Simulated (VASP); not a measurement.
In3Se, 4 atoms in the cell. Symmetry: Pm-3m, No. 221, cubic system. The conventional cell has a = 4.790 Å, b = 4.790 Å, c = 4.790 Å, α = 90.00°, β = 90.00°, γ = 90.00°. In (site symmetry 4/mmm) has 8 In at 3.39 Å and 4 Se at 3.39 Å within 4.5 Å. Se (site symmetry m-3m) has 12 In at 3.39 Å within 4.5 Å. 

```yaml
Program: VASP 6.6.1
Task: single point
Functional: PBE
Potentials_or_basis: VASP PAW PBE potentials, release 64 (In_d, Se)
Cutoff: 520 eV
k_mesh: 10 × 10 × 10
Occupations: gaussian, width 0.1 eV
Spin: no spin polarisation
Dipole_correction: no
Further_INCAR_settings: ALGO = Normal; EDIFF = 1e-07; NBANDS = 30
```

Potentials or basis: VASP PAW PBE potentials, release 64 (In_d, Se).

Command:

```bash
$ cat potpaw_PBE.64/In_d/POTCAR potpaw_PBE.64/Se/POTCAR > POTCAR
$ mpirun -np 1 vasp_std > vasp.out
```

Hardware: 1 thread of Intel(R) Xeon(R) Platinum 8259CL CPU @ 2.50GHz (Skylake/Cascade Lake) (shared host).

Task: How long does it take, and how much memory?

Result: Wall time 2.1 min on 1 thread of Intel(R) Xeon(R) Platinum 8259CL CPU @ 2.50GHz (Skylake/Cascade Lake) (shared host), peak memory 0.3 GiB. Counts: scf iterations 15, k points 56.
